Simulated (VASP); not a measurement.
# BN in VASP: settings compared

Aim: see how the results for BN move with the level of theory and the settings. Levels: PBE, r2SCAN, HSE06. Tasks: single point.

Everything below comes from runs of VASP 6.6.1. Logs are shortened: lines on timing, memory, paths and dates and some standing lists are left out, and cuts for length are marked.

### Step 1. The cell of the first run

The structure is trigonal, space group R-3m (No. 166). Conventional cell: a = 2.469 Å, b = 2.469 Å, c = 6.369 Å, α = 90.00°, β = 90.00°, γ = 120.00°. Within 2.4 Å of B (site symmetry -3m) lie 6 N at 1.78 Å. N (site symmetry -3m) has 6 B at 1.78 Å within 2.4 Å.

### Step 2. Single point, PBE (strain along [111] +5.3%)

File INCAR:

```
SYSTEM = BN
PREC = Accurate
ENCUT = 520
EDIFF = 1E-6
ISMEAR = -1
SIGMA = 0.02
LREAL = .FALSE.
LASPH = .TRUE.
NELM = 60
ALGO = Normal
ISIF = 2
LWAVE = .FALSE.
LCHARG = .FALSE.
GGA = PE
NBANDS = 11
```

File KPOINTS:

```
Automatic mesh
0
G
  12 12 12
  0 0 0
```

File POSCAR:

```
BN
1.0
    0.0618022381      1.8076281731      1.8076281731
    1.8076281731      0.0618022381      1.8076281731
    1.8076281731      1.8076281731      0.0618022381
B N
1 1
Direct
    0.0000000000      0.0000000000      0.0000000000
    0.5000000000      0.5000000000      0.5000000000
```

Potentials or basis: VASP PAW PBE potentials, release 64 (B, N).

Run with:

```
$ cat potpaw_PBE.64/B/POTCAR potpaw_PBE.64/N/POTCAR > POTCAR
$ mpirun -np 1 vasp_std > vasp.out
```

OUTCAR:

```text
SYSTEM = BN
   PREC = Accurate
   ENCUT = 520
   EDIFF = 1E-6
   ISMEAR = -1
   LREAL = .FALSE.
   LASPH = .TRUE.
   NELM = 60
   ISIF = 2
   GGA = PE

 ion  position               nearest neighbor table
   1  0.000  0.000  0.000-   2 1.78   2 1.78   2 1.78   2 1.78   2 1.78   2 1.78
   2  0.500  0.500  0.500-   1 1.78   1 1.78   1 1.78   1 1.78   1 1.78   1 1.78

  LATTYP: Found a trigonal (rhomboedric) cell.
 ALAT       =     2.5571192270
 COS(alpha) =     0.5338776511

  Lattice vectors:

 A1 = (   0.0618022381,   1.8076281731,   1.8076281731)
 A2 = (   1.8076281731,   0.0618022381,   1.8076281731)
 A3 = (   1.8076281731,   1.8076281731,   0.0618022381)

Analysis of symmetry for initial positions (statically):
=====================================================================
 Subroutine PRICEL returns:
 Original cell was already a primitive cell.

 Routine SETGRP: Setting up the symmetry group for a
 trigonal (rhombohedral) supercell.

 Subroutine GETGRP returns: Found 12 space group operations
 (whereof 12 operations were pure point group operations)
 out of a pool of 12 trial point group operations.

The static configuration has the point symmetry D_3d.

Analysis of symmetry for dynamics (positions and initial velocities):
=====================================================================
 Subroutine PRICEL returns:
 Original cell was already a primitive cell.

 Routine SETGRP: Setting up the symmetry group for a
 trigonal (rhombohedral) supercell.

 Subroutine GETGRP returns: Found 12 space group operations
 (whereof 12 operations were pure point group operations)
 out of a pool of 12 trial point group operations.

The dynamic configuration has the point symmetry D_3d.

 Subroutine INISYM returns: Found 12 space group operations
 (whereof 12 operations are pure point group operations),
 and found     1 'primitive' translations

----------------------------------------------------------------------------------------

                                     Primitive cell

  volume of cell :      11.2073

  direct lattice vectors                    reciprocal lattice vectors
     0.061802238  1.807628173  1.807628173    -0.291211025  0.281583765  0.281583765
     1.807628173  0.061802238  1.807628173     0.281583765 -0.291211025  0.281583765
     1.807628173  1.807628173  0.061802238     0.281583765  0.281583765 -0.291211025

  length of vectors
     2.557119227  2.557119227  2.557119227     0.493338316  0.493338316  0.493338316

  position of ions in fractional coordinates (direct lattice)
     0.000000000  0.000000000  0.000000000
     0.500000000  0.500000000  0.500000000

  ion indices of the primitive-cell ions
   primitive index   ion index
                 1           1
                 2           2

----------------------------------------------------------------------------------------

 KPOINTS: Automatic mesh

Automatic generation of k-mesh.
 Grid dimensions read from file:
 generate k-points for:   12   12   12

 Generating k-lattice:

  Cartesian coordinates                     Fractional coordinates (reciprocal lattice)
    -0.024267585  0.023465314  0.023465314     0.083333333 -0.000000000 -0.000000000
     0.023465314 -0.024267585  0.023465314    -0.000000000  0.083333333 -0.000000000
     0.023465314  0.023465314 -0.024267585     0.000000000  0.000000000  0.083333333

  Length of vectors
     0.041111526  0.041111526  0.041111526

  Shift w.r.t. Gamma in fractional coordinates (k-lattice)
     0.000000000  0.000000000  0.000000000

 Subroutine IBZKPT returns following result:
 ===========================================

 Found    189 irreducible k-points:

 Following reciprocal coordinates:
            Coordinates               Weight
  0.000000  0.000000  0.000000      1.000000
  0.083333 -0.000000 -0.000000      6.000000
  0.166667 -0.000000 -0.000000      6.000000
  0.250000  0.000000 -0.000000      6.000000
  0.333333 -0.000000 -0.000000      6.000000
  0.416667 -0.000000 -0.000000      6.000000
[... 16 lines left out ...]
  0.500000  0.166667 -0.000000     12.000000
 -0.416667  0.166667  0.000000     12.000000
 [... further k-points ...]
   k-points           NKPTS =    189   k-points in BZ     NKDIM =    189   number of bands    NBANDS=     11
   number of dos      NEDOS =    301   number of ions     NIONS =      2
   total plane-waves  NPLWV =   8000
   dimension x,y,z NGX =    20 NGY =   20 NGZ =   20
   dimension x,y,z NGXF=    40 NGYF=   40 NGZF=   40
   ions per type =               1   1
   NGX,Y,Z   is equivalent  to a cutoff of  13.00, 13.00, 13.00 a.u.
   NGXF,Y,Z  is equivalent  to a cutoff of  26.01, 26.01, 26.01 a.u.
 SYSTEM =  BN
   PREC   = accura    normal or accurate (medium, high low for compatibility)
   ISTART =      0    job   : 0-new  1-cont  2-samecut
   ICHARG =      2    charge: 1-file 2-atom 10-const
   ISPIN  =      1    spin polarized calculation?
   LNONCOLLINEAR =      F non collinear calculations
   LSORBIT =      F    spin-orbit coupling
   LASPH  =      T    aspherical Exc in radial PAW
   ENCUT  =  520.0 eV  38.22 Ry    6.18 a.u.   4.75  4.75  4.75*2*pi/ulx,y,z
   NELM   =     60;   NELMIN=  2; NELMDL= -5     # of ELM steps
   EDIFF  = 0.1E-05   stopping-criterion for ELM
   LREAL  =      F    real-space projection
   EDIFFG = 0.1E-04   stopping-criterion for IOM
   NSW    =      0    number of steps for IOM
   IBRION =     -1    ionic relax: 0-MD 1-quasi-New 2-CG
   NFREE  =      0    steps in history (QN), initial steepest desc. (CG)
   ISIF   =      2    stress and relaxation
   ISYM   =      2    0-nonsym 1-usesym 2-fastsym
   POTIM  = 0.5000    time-step for ionic-motion
   TEBEG  =    0.0;   TEEND  =   0.0 temperature during run
   PSTRESS=    0.0 pullay stress
   NELECT =       8.0000    total number of electrons
   NUPDOWN=      -1.0000    fix difference up-down
   EMIN   =  10.00;   EMAX   =-10.00  energy-range for DOS
   EFERMI =   0.00;   METHOD = LEGACY
   ISMEAR =    -1;   SIGMA  =   0.02  broadening in eV -4-tet -1-fermi 0-gaus
   EFERMI_NEDOS =   21; number of points for ismear=-14 and -15
   IALGO  =     38    algorithm
   IMIX   =      4    mixing-type and parameters
     AMIX     =   0.40;   BMIX     =  1.00
     AMIX_MAG =   1.60;   BMIX_MAG =  1.00
  volume/ion in A,a.u.               =       5.60        37.82
  Fermi-wavevector in a.u.,A,eV,Ry     =   1.463089  2.764837 29.125023  2.140629
  Thomas-Fermi vector in A             =   2.579225
   LORBIT       =      0    0 simple, 1 ext, 2 COOP (PROOUT), +10 PAW based schemes
   GGA     = PE    functional components
   LHFCALC =     F    Hartree Fock is set to
   AEXX    =    0.0000 exact exchange contribution
   IVDW    =     0    specifies the selected vdW correction
   LEPSILON=     F    determine dielectric tensor
   LRPA    =     F    only Hartree local field effects (RPA)
 non-spin polarized calculation
  energy-cutoff  :      520.00
  volume of cell :       11.21
 maximum number of plane-waves:       312
   NGX =  9   NGY =  9   NGZ =  9

 number of electron       8.0000000 magnetization

 Free energy of the ion-electron system (eV)
  ---------------------------------------------------
  ext. energy  EPLUGINS =         0.00000000
  ---------------------------------------------------
  free energy    TOTEN  =       -13.85136928 eV

  energy without entropy =      -13.85136927  energy(sigma->0) =      -13.85136928

 E-fermi :  10.2645     XC(G=0): -13.5052

 val. band max:       10.0200968639   @ k =   0.3333   0.1667   0.1667
 cond. band min:      10.4949979923   @ k =   0.5000   0.5000  -0.0000
 fundamental gap:      0.4749011284
 Fermi energy:        10.2645204602

 k-point     1 :       0.0000    0.0000    0.0000
  band No.  band energies     occupation
      1     -12.1277      2.00000
      2       8.0137      2.00000
      3       9.2488      2.00000
      4       9.2488      2.00000
      5      17.6335      0.00000
      6      21.1539      0.00000
      7      21.1539      0.00000
      8      21.5004      0.00000
      9      26.8346      0.00000
     10      28.7258      0.00000
     11      28.7258      0.00000

 k-point     2 :       0.0833   -0.0000   -0.0000
  band No.  band energies     occupation
      1     -11.9345      2.00000
      2       7.8696      2.00000
      3       8.5762      2.00000
      4       9.2173      2.00000
      5      17.8579      0.00000
      6      20.5425      0.00000
      7      20.7210      0.00000
      8      21.1228      0.00000
      9      27.2665      0.00000
     10      27.9136      0.00000
     11      29.2337      0.00000

 k-point     3 :       0.1667   -0.0000   -0.0000
  band No.  band energies     occupation
      1     -11.3595      2.00000
      2       6.2482      2.00000
      3       8.1980      2.00000
      4       9.1494      2.00000
      5      17.8890      0.00000
      6      19.1213      0.00000
      7      19.2531      0.00000
      8      21.0649      0.00000
      9      27.1483      0.00000
     10      28.8254      0.00000
     11      30.6699      0.00000

 k-point     4 :       0.2500    0.0000   -0.0000
  band No.  band energies     occupation
      1     -10.4224      2.00000
      2       3.7234      2.00000
      3       8.2500      2.00000
      4       9.1014      2.00000
      5      16.9885      0.00000
      6      17.5165      0.00000
      7      17.8529      0.00000
      8      21.5034      0.00000
      9      27.6126      0.00000
     10      30.9700      0.00000
     11      32.9002      0.00000

 k-point     5 :       0.3333   -0.0000   -0.0000
  band No.  band energies     occupation
      1      -9.1770      2.00000
      2       1.1107      2.00000
      3       8.4098      2.00000
      4       9.1137      2.00000
      5      15.5964      0.00000
      6      16.1154      0.00000
      7      17.0017      0.00000
      8      21.9804      0.00000
      9      28.9207      0.00000
     10      33.7425      0.00000
     11      35.8002      0.00000
[... 211 lines left out ...]
 k-point    21 :       0.3333    0.1667    0.0000
  band No.  band energies     occupation
      1      -9.4045      2.00000
      2       3.2554      2.00000
      3       6.2370      2.00000
      4       7.5913      2.00000
      5      13.8217      0.00000
      6      19.1571      0.00000
      7      20.2891      0.00000
      8      22.3543      0.00000
      9      24.6469      0.00000
     10      35.5054      0.00000
     11      37.2199      0.00000

 k-point    22 :       0.4167    0.1667   -0.0000
  band No.  band energies     occupation
      1      -8.1005      2.00000
      2       0.8412      2.00000
      3       6.3226      2.00000
      4       6.8973      2.00000
      5      13.4678      0.00000
      6      18.3832      0.00000
      7      19.3199      0.00000
      8      22.9677      0.00000
      9      26.6715      0.00000
     10      37.0476      0.00000
     11      38.8449      0.00000

 k-point    23 :       0.5000    0.1667   -0.0000
  band No.  band energies     occupation
      1      -6.8053      2.00000
      2      -1.1120      2.00000
      3       6.0248      2.00000
      4       6.8575      2.00000
      5      13.5576      0.00000
      6      17.2473      0.00000
      7      19.0276      0.00000
      8      23.2537      0.00000
      9      29.2676      0.00000
     10      35.2515      0.00000
     11      40.7251      0.00000

 k-point    24 :      -0.4167    0.1667    0.0000
  band No.  band energies     occupation
      1      -6.4937      2.00000
      2      -1.5208      2.00000
      3       5.4328      2.00000
      4       7.5566      2.00000
      5      13.9880      0.00000
      6      16.1845      0.00000
      7      19.1504      0.00000
      8      23.2025      0.00000
      9      31.0848      0.00000
     10      33.8154      0.00000
     11      37.9430      0.00000

 [... further k-points ...]
[... 5 lines left out ...]
  --------------------------------------------------------------------------------------
  -------------------------------------------------------------------------------------
  Total       -0.9831404     -0.9831404     -0.9831404     -1.4373729     -1.4373729     -1.4373729
  in kB     -140.5476787   -140.5476787   -140.5476787   -205.4838133   -205.4838133   -205.4838133
  external PRESSURE =    -140.5476787 kB  Pullay stress =       0.0000000 kB

 VOLUME and BASIS-vectors are now :
 -----------------------------------------------------------------------------
  energy-cutoff  :      520.00
  volume of cell :       11.21
      direct lattice vectors                 reciprocal lattice vectors
     0.061802238  1.807628173  1.807628173    -0.291211025  0.281583765  0.281583765
     1.807628173  0.061802238  1.807628173     0.281583765 -0.291211025  0.281583765
     1.807628173  1.807628173  0.061802238     0.281583765  0.281583765 -0.291211025

 POSITION                                       TOTAL-FORCE (eV/Angst)
 -----------------------------------------------------------------------------------
      0.00000      0.00000      0.00000         0.000000      0.000000     -0.000000
      1.83853      1.83853      1.83853        -0.000000     -0.000000      0.000000
 -----------------------------------------------------------------------------------
    total drift:                                0.000000      0.000000      0.000000

  FREE ENERGIE OF THE ION-ELECTRON SYSTEM (eV)
  ---------------------------------------------------
  free  energy   TOTEN  =       -13.8513692847 eV

  energy  without entropy=      -13.8513692669  energy(sigma->0) =      -13.85136928
```

Run time: 14 s. Hardware: 1 thread of Intel Xeon Platinum 8375C at 2.90GHz (Ice Lake), shared host; peak memory 0.13 GiB.

Results:

```yaml
Free_energy: -13.8514 eV
Pressure: -14.1 GPa
Band_gap_on_the_k_mesh: 0.47 eV, indirect (least direct gap 4.91 eV)
```

Caveat: the cell differs from its parent crystal (strain along [111] +5.3%).

### Step 3. Single point, r2SCAN (epitaxial xy strain +1.4%)

File POSCAR:

```
BN
1.0
    0.0000000000      1.7706166632      1.7169664174
    1.7706166632      0.0000000000      1.7169664174
    1.7706166632      1.7706166632      0.0000000000
B N
1 1
Direct
    0.0000000000      0.0000000000      0.0000000000
    0.5000000000      0.5000000000      0.5000000000
```

File INCAR.step1:

```
SYSTEM = BN
ALGO = Normal ; EDIFF = 1E-4
ENCUT = 520 ; GGA = PE
ISMEAR = 0 ; LASPH = .TRUE.
LCHARG = .FALSE. ; LREAL = .FALSE.
LWAVE = .TRUE. ; NBANDS = 11
NELM = 60 ; PREC = Accurate
SIGMA = 0.01
```

File INCAR.step2:

```
SYSTEM = BN
ALGO = Normal ; EDIFF = 1E-6
ENCUT = 520 ; ISIF = 2
ISMEAR = 0 ; ISTART = 1
LASPH = .TRUE. ; LCHARG = .FALSE.
LMIXTAU = .TRUE. ; LREAL = .FALSE.
LWAVE = .FALSE. ; METAGGA = R2SCAN
NBANDS = 11 ; NELM = 60
PREC = Accurate ; SIGMA = 0.01
```

File KPOINTS:

```
k-points
0
G
  12 12 12
  0 0 0
```

Potentials or basis: VASP PAW PBE potentials, release 64 (B, N).

Run with:

```
$ cat potpaw_PBE.64/B/POTCAR potpaw_PBE.64/N/POTCAR > POTCAR
$ cp INCAR.step1 INCAR
$ mpirun -np 1 vasp_std > vasp.out
$ cp INCAR.step2 INCAR
$ mpirun -np 1 vasp_std > vasp.out
```

It took 50 s on 1 thread of Intel Xeon Platinum 8375C at 2.90GHz (Ice Lake), shared host; peak memory 0.13 GiB.

The run converged. Its results:

- Free energy: -15.4246 eV
- Pressure: -3.5 GPa
- Band gap on the k mesh: 0.78 eV, indirect (least direct gap 6.14 eV)

Stress tensor (GPa, compression positive):
```
-5.50  0.00  0.00
 0.00 -5.50  0.00
 0.00  0.00  0.56
```

Levels at points of the mesh, in eV from the valence-band top:
```tsv
k point	band 2	band 3	band 4	band 5	band 6	band 7
(0.00, 0.00, 0.00)	-1.42	-0.68	-0.68	9.57	12.46	12.46
(0.50, 0.00, 0.00)	-13.07	-0.86	-0.63	5.51	5.82	7.97
(0.50, 0.50, 0.00)	-12.17	-6.06	-6.06	0.78	9.29	15.48
(0.50, 0.00, 0.50)	-12.24	-6.15	-5.34	1.50	9.76	15.01
```

Caveat: the cell differs from its parent crystal (epitaxial xy strain +1.4%); the PAW data sets were made with another functional, which shifts forces and pressure a little. A k mesh can miss the band edges.

### Step 4. Single point, r2SCAN (strain along [111] +5.3%)

File POSCAR:

```
BN
1.0
    0.0618022381      1.8076281731      1.8076281731
    1.8076281731      0.0618022381      1.8076281731
    1.8076281731      1.8076281731      0.0618022381
B N
1 1
Direct
    0.0000000000      0.0000000000      0.0000000000
    0.5000000000      0.5000000000      0.5000000000
```

File INCAR.step1:

```
ALGO     = Normal         # electronic algorithm
EDIFF    = 1E-4           # SCF threshold, eV
ENCUT    = 520            # plane-wave cutoff, eV
GGA      = PE             # functional
ISMEAR   = 0              # smearing method
LASPH    = T              # aspherical terms in the spheres
LCHARG   = F              # write CHGCAR
LREAL    = F              # projectors in reciprocal space
LWAVE    = T              # write WAVECAR
NBANDS   = 11             # bands
NELM     = 60             # most SCF steps
PREC     = Accurate       # precision mode
SIGMA    = 0.01           # smearing width, eV
```

File INCAR.step2:

```
ALGO     = Normal         # electronic algorithm
EDIFF    = 1E-6           # SCF threshold, eV
ENCUT    = 520            # plane-wave cutoff, eV
ISIF     = 2              # what is computed and relaxed
ISMEAR   = 0              # smearing method
ISTART   = 1            
LASPH    = T              # aspherical terms in the spheres
LCHARG   = F              # write CHGCAR
LMIXTAU  = T            
LREAL    = F              # projectors in reciprocal space
LWAVE    = F              # write WAVECAR
METAGGA  = R2SCAN         # meta-GGA
NBANDS   = 11             # bands
NELM     = 60             # most SCF steps
PREC     = Accurate       # precision mode
SIGMA    = 0.01           # smearing width, eV
```

File KPOINTS:

```
k-points
0
Gamma
  12 12 12
```

Run with:

```
$ cat potpaw_PBE.64/B/POTCAR potpaw_PBE.64/N/POTCAR > POTCAR
$ cp INCAR.step1 INCAR
$ mpirun -np 1 vasp_std > vasp.out
$ cp INCAR.step2 INCAR
$ mpirun -np 1 vasp_std > vasp.out
```

Wall time 66 s (1 thread of Intel Xeon Platinum 8375C at 2.90GHz (Ice Lake), shared host); peak memory 0.14 GiB.

The run converged. Its results:

| Quantity | Value |
| --- | --- |
| Free energy | -15.3208 eV |
| Pressure | -17.6 GPa |
| Band gap on the k mesh | 0.58 eV, indirect (least direct gap 5.52 eV) |

Stress tensor (GPa, compression positive):
```
-17.58 -21.68 -21.68
-21.68 -17.58 -21.68
-21.68 -21.68 -17.58
```

Levels at points of the mesh, in eV from the valence-band top:
| k point | band 2 | band 3 | band 4 | band 5 | band 6 | band 7 |
| --- | --- | --- | --- | --- | --- | --- |
| (0.00, 0.00, 0.00) | -2.04 | -0.76 | -0.76 | 8.19 | 12.21 | 12.21 |
| (0.50, 0.00, 0.00) | -12.78 | -1.37 | -0.87 | 4.66 | 5.39 | 6.99 |
| (0.50, 0.50, 0.00) | -12.02 | -6.40 | -5.38 | 0.58 | 9.46 | 14.65 |
| (0.50, 0.50, 0.50) | -13.45 | -0.50 | -0.50 | 6.02 | 6.02 | 8.15 |

Caveat: the cell differs from its parent crystal (strain along [111] +5.3%); the PAW data sets were made with another functional, which shifts forces and pressure a little.

(Part 1 of 2 ends here.)
